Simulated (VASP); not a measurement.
# InAsH2 in VASP: single point with PBE

Aim: the single point of InAsH2 with PBE.

Program: VASP 6.6.1. These are calculated values, not measurements. Logs are shortened: lines on timing, memory, paths and dates and some standing lists are left out, and cuts for length are marked.

### 1 The cell of the first run

The cell holds a wire with vacuum, 20 atoms: a = 18.400 Å, b = 18.900 Å, c = 4.374 Å, α = 90.00°, β = 90.00°, γ = 90.00°.

### 2 Single point, PBE

Contents of INCAR:

```
PREC = Accurate
ENCUT = 520
EDIFF = 1E-7
ISMEAR = 0
SIGMA = 0.05
LREAL = Auto
LASPH = True
NELM = 60
ALGO = Normal
ISIF = 2
LWAVE = False
LCHARG = False
GGA = PE
NBANDS = 66
```

Contents of KPOINTS:

```
regular mesh
0
Gamma
  1 1 12
```

Contents of POSCAR:

```
InAsH2
1.0
   18.4000000000      0.0000000000      0.0000000000
    0.0000000000     18.9000000000      0.0000000000
    0.0000000000      0.0000000000      4.3743937318
In As H
5 5 10
Direct
    0.5594346974      0.5375546211      0.0000000000
    0.4405653026      0.7012140640      0.5000000000
    0.4405653026      0.3738951781      0.5000000000
    0.6783040923      0.3738951781      0.5000000000
    0.3216959077      0.5375546211      0.0000000000
    0.5594346974      0.6193843425      0.5000000000
    0.5594346974      0.2920654567      0.5000000000
    0.6783040923      0.4557248996      0.0000000000
    0.4405653026      0.4557248996      0.0000000000
    0.3216959077      0.6193843425      0.5000000000
    0.6268844150      0.6658167451      0.5000000000
    0.5594346974      0.2456330541      0.2162864435
    0.5594346974      0.2456330541      0.7837135565
    0.4405653026      0.7543669459      0.8247773607
    0.4405653026      0.7543669459      0.1752226393
    0.3633531259      0.3207422962      0.5000000000
    0.7457538099      0.5021573022      0.0000000000
    0.7555162690      0.3207422962      0.5000000000
    0.2444837310      0.4844017391      0.0000000000
    0.2542461901      0.6658167451      0.5000000000
```

Potentials or basis: VASP PAW PBE potentials, release 64 (In_d, As, H).

Launch:

```console
cat potpaw_PBE.64/In_d/POTCAR potpaw_PBE.64/As/POTCAR potpaw_PBE.64/H/POTCAR > POTCAR
mpirun -np 1 vasp_std > vasp.out
```

OUTCAR:

```text
PREC = Accurate
   ENCUT = 520
   EDIFF = 1E-7
   ISMEAR = 0
   LREAL = Auto
   LASPH = True
   NELM = 60
   ISIF = 2
   GGA = PE

 ion  position               nearest neighbor table
   1  0.559  0.538  0.000-   9 2.68   6 2.68   6 2.68   8 2.68
   2  0.441  0.701  0.500-  14 1.74  15 1.74   6 2.68  10 2.68
   3  0.441  0.374  0.500-  16 1.74   7 2.68   9 2.68   9 2.68
   4  0.678  0.374  0.500-  18 1.74   7 2.68   8 2.68   8 2.68
   5  0.322  0.538  0.000-  19 1.74  10 2.68  10 2.68   9 2.68
   6  0.559  0.619  0.500-  11 1.52   2 2.68   1 2.68   1 2.68
   7  0.559  0.292  0.500-  12 1.52  13 1.52   3 2.68   4 2.68
   8  0.678  0.456  0.000-  17 1.52   4 2.68   4 2.68   1 2.68
   9  0.441  0.456  0.000-   1 2.68   3 2.68   3 2.68   5 2.68
  10  0.322  0.619  0.500-  20 1.52   5 2.68   5 2.68   2 2.68
  11  0.627  0.666  0.500-   6 1.52
  12  0.559  0.246  0.216-   7 1.52
  13  0.559  0.246  0.784-   7 1.52
  14  0.441  0.754  0.825-   2 1.74
  15  0.441  0.754  0.175-   2 1.74
  16  0.363  0.321  0.500-   3 1.74
  17  0.746  0.502  0.000-   8 1.52
  18  0.756  0.321  0.500-   4 1.74
  19  0.244  0.484  0.000-   5 1.74
  20  0.254  0.666  0.500-  10 1.52

  LATTYP: Found a simple orthorhombic cell.
 ALAT       =     4.3743937318
 B/A-ratio  =     4.2062971758
 C/A-ratio  =     4.3205987295

  Lattice vectors:

 A1 = (   0.0000000000,   0.0000000000,   4.3743937318)
 A2 = (  18.4000000000,   0.0000000000,   0.0000000000)
 A3 = (   0.0000000000,  18.9000000000,   0.0000000000)

Analysis of symmetry for initial positions (statically):
=====================================================================
 Subroutine PRICEL returns:
 Original cell was already a primitive cell.

 Routine SETGRP: Setting up the symmetry group for a
 simple orthorhombic supercell.

 Subroutine GETGRP returns: Found  2 space group operations
 (whereof  2 operations were pure point group operations)
 out of a pool of  8 trial point group operations.

The static configuration has the point symmetry C_1h.

Analysis of symmetry for dynamics (positions and initial velocities):
=====================================================================
 Subroutine PRICEL returns:
 Original cell was already a primitive cell.

 Routine SETGRP: Setting up the symmetry group for a
 simple orthorhombic supercell.

 Subroutine GETGRP returns: Found  2 space group operations
 (whereof  2 operations were pure point group operations)
 out of a pool of  8 trial point group operations.

The dynamic configuration has the point symmetry C_1h.

 Subroutine INISYM returns: Found  2 space group operations
 (whereof  2 operations are pure point group operations),
 and found     1 'primitive' translations

----------------------------------------------------------------------------------------

                                     Primitive cell

  volume of cell :    1521.2392

  direct lattice vectors                    reciprocal lattice vectors
    18.400000000  0.000000000  0.000000000     0.054347826  0.000000000  0.000000000
     0.000000000 18.900000000  0.000000000     0.000000000  0.052910053  0.000000000
     0.000000000  0.000000000  4.374393732     0.000000000  0.000000000  0.228603107

  length of vectors
    18.400000000 18.900000000  4.374393732     0.054347826  0.052910053  0.228603107

  position of ions in fractional coordinates (direct lattice)
     0.559434697  0.537554621  0.000000000
     0.440565303  0.701214064  0.500000000
     0.440565303  0.373895178  0.500000000
     0.678304092  0.373895178  0.500000000
     0.321695908  0.537554621  0.000000000
     0.559434697  0.619384342  0.500000000
[... 12 lines left out ...]
     0.244483731  0.484401739  0.000000000
     0.254246190  0.665816745  0.500000000

  ion indices of the primitive-cell ions
   primitive index   ion index
                 1           1
                 2           2
                 3           3
                 4           4
                 5           5
                 6           6
[... 12 lines left out ...]
                19          19
                20          20

----------------------------------------------------------------------------------------

 KPOINTS: regular mesh

Automatic generation of k-mesh.
 Grid dimensions read from file:
 generate k-points for:    1    1   12

 Generating k-lattice:

  Cartesian coordinates                     Fractional coordinates (reciprocal lattice)
     0.054347826  0.000000000  0.000000000     1.000000000  0.000000000  0.000000000
     0.000000000  0.052910053  0.000000000     0.000000000  1.000000000  0.000000000
     0.000000000  0.000000000  0.019050259     0.000000000  0.000000000  0.083333333

  Length of vectors
     0.054347826  0.052910053  0.019050259

  Shift w.r.t. Gamma in fractional coordinates (k-lattice)
     0.000000000  0.000000000  0.000000000

 Subroutine IBZKPT returns following result:
 ===========================================

 Found      7 irreducible k-points:

 Following reciprocal coordinates:
            Coordinates               Weight
  0.000000  0.000000  0.000000      1.000000
  0.000000  0.000000  0.083333      2.000000
  0.000000  0.000000  0.166667      2.000000
  0.000000  0.000000  0.250000      2.000000
  0.000000  0.000000  0.333333      2.000000
  0.000000  0.000000  0.416667      2.000000
  0.000000  0.000000  0.500000      1.000000
   k-points           NKPTS =      7   k-points in BZ     NKDIM =      7   number of bands    NBANDS=     66
   number of dos      NEDOS =    301   number of ions     NIONS =     20
   total plane-waves  NPLWV = 725760
   dimension x,y,z NGX =   140 NGY =  144 NGZ =   36
   dimension x,y,z NGXF=   280 NGYF=  288 NGZF=   72
   ions per type =               5   5  10
   NGX,Y,Z   is equivalent  to a cutoff of  12.65, 12.67, 13.68 a.u.
   NGXF,Y,Z  is equivalent  to a cutoff of  25.30, 25.33, 27.36 a.u.
 SYSTEM =  unknown system
   PREC   = accura    normal or accurate (medium, high low for compatibility)
   ISTART =      0    job   : 0-new  1-cont  2-samecut
   ICHARG =      2    charge: 1-file 2-atom 10-const
   ISPIN  =      1    spin polarized calculation?
   LNONCOLLINEAR =      F non collinear calculations
   LSORBIT =      F    spin-orbit coupling
   LASPH  =      T    aspherical Exc in radial PAW
   ENCUT  =  520.0 eV  38.22 Ry    6.18 a.u.  34.21 35.14  8.13*2*pi/ulx,y,z
   NELM   =     60;   NELMIN=  2; NELMDL= -5     # of ELM steps
   EDIFF  = 0.1E-06   stopping-criterion for ELM
   LREAL  =      T    real-space projection
   EDIFFG = 0.1E-05   stopping-criterion for IOM
   NSW    =      0    number of steps for IOM
   IBRION =     -1    ionic relax: 0-MD 1-quasi-New 2-CG
   NFREE  =      0    steps in history (QN), initial steepest desc. (CG)
   ISIF   =      2    stress and relaxation
   ISYM   =      2    0-nonsym 1-usesym 2-fastsym
   POTIM  = 0.5000    time-step for ionic-motion
   TEBEG  =    0.0;   TEEND  =   0.0 temperature during run
   PSTRESS=    0.0 pullay stress
   NELECT =     100.0000    total number of electrons
   NUPDOWN=      -1.0000    fix difference up-down
   EMIN   =  10.00;   EMAX   =-10.00  energy-range for DOS
   EFERMI =   0.00;   METHOD = LEGACY
   ISMEAR =     0;   SIGMA  =   0.05  broadening in eV -4-tet -1-fermi 0-gaus
   EFERMI_NEDOS =   21; number of points for ismear=-14 and -15
   IALGO  =     38    algorithm
   IMIX   =      4    mixing-type and parameters
     AMIX     =   0.40;   BMIX     =  1.00
     AMIX_MAG =   1.60;   BMIX_MAG =  1.00
  volume/ion in A,a.u.               =      76.06       513.29
  Fermi-wavevector in a.u.,A,eV,Ry     =   0.660707  1.248555  5.939405  0.436534
  Thomas-Fermi vector in A             =   1.733239
   LORBIT       =      0    0 simple, 1 ext, 2 COOP (PROOUT), +10 PAW based schemes
   GGA     = PE    functional components
   LHFCALC =     F    Hartree Fock is set to
   AEXX    =    0.0000 exact exchange contribution
   IVDW    =     0    specifies the selected vdW correction
   LEPSILON=     F    determine dielectric tensor
   LRPA    =     F    only Hartree local field effects (RPA)
 non-spin polarized calculation
 Gauss-broadening in eV      SIGMA  =   0.05
  energy-cutoff  :      520.00
  volume of cell :     1521.24
 maximum number of plane-waves:     41040
 NGX is ok and might be reduce to   140
   NGX = 69   NGY = 71   NGZ = 17

 number of electron     100.0000000 magnetization

 number of electron      99.9999990 magnetization

 Free energy of the ion-electron system (eV)
  ---------------------------------------------------
  ext. energy  EPLUGINS =         0.00000000
  ---------------------------------------------------
  free energy    TOTEN  =       -67.02688085 eV

  energy without entropy =      -67.02323596  energy(sigma->0) =      -67.02505841

 E-fermi :  -2.1326     XC(G=0):  -2.6371

 val. band max:       -2.1578103449   @ k =   0.0000   0.0000   0.0000
 cond. band min:      -2.1073551928   @ k =   0.0000   0.0000   0.0000
 fundamental gap:      0.0504551521
 Fermi energy:        -2.1325827688

 k-point     1 :       0.0000    0.0000    0.0000
  band No.  band energies     occupation
      1     -17.6085      2.00000
      2     -17.5269      2.00000
      3     -17.4935      2.00000
      4     -17.4334      2.00000
      5     -17.4158      2.00000
      6     -17.3784      2.00000
[... 54 lines left out ...]
     61       0.9818      0.00000
     62       0.9945      0.00000

 k-point     2 :       0.0000    0.0000    0.0833
  band No.  band energies     occupation
      1     -17.6064      2.00000
      2     -17.5283      2.00000
      3     -17.4948      2.00000
      4     -17.4323      2.00000
      5     -17.4158      2.00000
      6     -17.3788      2.00000
[... 314 lines left out ...]
     61       1.3680      0.00000
     62       1.5209      0.00000

 k-point     7 :       0.0000    0.0000    0.5000
  band No.  band energies     occupation
      1     -17.5913      2.00000
      2     -17.5564      2.00000
      3     -17.4860      2.00000
      4     -17.4457      2.00000
      5     -17.4249      2.00000
      6     -17.3985      2.00000
[... 54 lines left out ...]
     61       1.2870      0.00000
     62       1.6121      0.00000
 [bands above 62 left out]

------------------------ aborting loop because EDIFF is reached ----------------------------------------

  FORCE on cell =-STRESS in cart. coord.  units (eV):
  Direction    XX          YY          ZZ          XY          YZ          ZX
  --------------------------------------------------------------------------------------
  -------------------------------------------------------------------------------------
  Total        1.0697706      1.3290122      3.5995972     -0.6620167      0.0000000      0.0000000
  in kB        1.1266882      1.3997228      3.7911152     -0.6972395      0.0000000      0.0000000
  external PRESSURE =       2.1058421 kB  Pullay stress =       0.0000000 kB

 VOLUME and BASIS-vectors are now :
 -----------------------------------------------------------------------------
  energy-cutoff  :      520.00
  volume of cell :     1521.24
      direct lattice vectors                 reciprocal lattice vectors
    18.400000000  0.000000000  0.000000000     0.054347826  0.000000000  0.000000000
     0.000000000 18.900000000  0.000000000     0.000000000  0.052910053  0.000000000
     0.000000000  0.000000000  4.374393732     0.000000000  0.000000000  0.228603107

 POSITION                                       TOTAL-FORCE (eV/Angst)
 -----------------------------------------------------------------------------------
     10.29360     10.15978      0.00000         0.113887      0.136959      0.000000
      8.10640     13.25295      2.18720        -0.243769      0.722882      0.000000
      8.10640      7.06662      2.18720        -0.693168      0.112666      0.000000
     12.48080      7.06662      2.18720         0.879099     -0.061719      0.000000
      5.91920     10.15978      0.00000        -0.720356      0.020440      0.000000
     10.29360     11.70636      2.18720        -0.464288     -0.439404      0.000000
[... 12 lines left out ...]
      4.49850      9.15519      0.00000        -0.029912     -0.150810      0.000000
      4.67813     12.58394      2.18720        -0.048080      0.050531      0.000000
 -----------------------------------------------------------------------------------
    total drift:                               -0.028186     -0.032811     -0.000004

  FREE ENERGIE OF THE ION-ELECTRON SYSTEM (eV)
  ---------------------------------------------------
  free  energy   TOTEN  =       -67.0268808520 eV

  energy  without entropy=      -67.0232359614  energy(sigma->0) =      -67.02505841
```

Wall time 31 min (1 thread of AMD EPYC 9R45 (Zen 5), shared host); peak memory 1.5 GiB.

What came out:

| Quantity | Value |
| --- | --- |
| Free energy | -67.0269 eV |
| Largest force | 1.065 eV/Å |
| Band gap on the k mesh | 0.05 eV, direct |

Forces in eV/Å, atoms in the order of the input:
```
In   0.114  0.137  0.000
In  -0.244  0.723  0.000
In  -0.693  0.113  0.000
In   0.879 -0.062  0.000
In  -0.720  0.020  0.000
As  -0.464 -0.439  0.000
As  -0.056  1.063  0.000
As  -0.775 -0.248  0.000
As   0.637  0.171  0.000
As   0.860 -0.373  0.000
H    0.091  0.055  0.000
H    0.071 -0.412  0.086
H    0.071 -0.412 -0.086
H    0.059 -0.011  0.261
H    0.059 -0.011 -0.261
H   -0.004 -0.084  0.000
H    0.148 -0.038  0.000
H    0.045 -0.091  0.000
H   -0.030 -0.151  0.000
H   -0.048  0.051  0.000
```

Levels at points of the mesh, in eV from the valence-band top:
```csv
k point,band 48,band 49,band 50,band 51,band 52,band 53
"(0.00, 0.00, 0.00)",-1.73,-1.53,0.00,0.05,0.58,0.73
"(0.00, 0.00, 0.50)",-2.47,-2.34,-1.70,0.86,1.46,1.63
```

Caveat: spin-orbit coupling is left out, which moves the levels of the heavy elements.
